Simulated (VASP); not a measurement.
The system is LiCl.

```xyz
2
Lattice="0.0000 2.8194 2.8194 2.8194 0.0000 2.8194 2.8194 2.8194 0.0000" Properties=species:S:1:pos:R:3 pbc="T T T"
Li    0.0000    0.0000    0.0000
Cl    1.4097    1.4097    1.4097
```

This cell differs from its parent crystal: strain +3.2%.

Base run:

| Quantity | Value |
| --- | --- |
| Program | VASP 6.6.1 |
| Functional | r2SCAN |
| Potentials or basis | VASP PAW PBE potentials, release 64 (Li_sv, Cl) |
| Cutoff | 520 eV |
| k mesh | 8 × 8 × 8 |
| Occupations | gaussian, width 0.01 eV |
| Spin | no spin polarisation |

Its results: band gap on the k mesh 6.43 eV.

Q: The run is repeated on the same cell with these changes: functional from r2SCAN to HSE06; k mesh from 8 × 8 × 8 to 6 × 6 × 6. What comes out?

A: Band gap on the k mesh 7.05 eV.

Several settings changed at once.

Caveats: the structure was generated, so it needn't be the stable form of LiCl.

A k mesh can miss the band edges.
